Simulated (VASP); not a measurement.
Runs of VASP 6.6.1 on Zn. The structure is that of space group Immm (No. 71), or close to it. The cells are those of the table. 

| cell | gap on the mesh (eV) | pressure (GPa) |
| --- | --- | --- |
| a = 2.812, b = 2.812, c = 2.648 Å, angles 61.9, 61.9, 62.3°, 1 atom | none | (a) |
| a = 2.878, b = 2.878, c = 2.648 Å, angles 62.6, 62.6, 60.7°, 1 atom | none | (b) |
| a = 2.686, b = 2.686, c = 2.584 Å, angles 61.3, 61.3, 67.2°, 1 atom | none | 7.8 |
| a = 2.845, b = 2.845, c = 2.648 Å, angles 62.3, 62.3, 61.5°, 1 atom | none | -2.0 |
| a = 2.847, b = 2.847, c = 2.584 Å, angles 63.0, 63.0, 62.9°, 1 atom | none | -1.4 |

Alike in all rows: task single point; level PBE; potentials or basis VASP PAW PBE potentials, release 64 (Zn); no spin polarisation; k mesh 20 × 20 × 20; cutoff (eV) 520; smearing gaussian 0.15 eV.

Task: Fill in the values left out.

Result: (a) -0.8; (b) -3.1.

Caveats: the cell stands under tension (at least some runs); the cell stands under pressure (at least some runs).

A gap of «none» marks levels without a gap at the run's occupations.
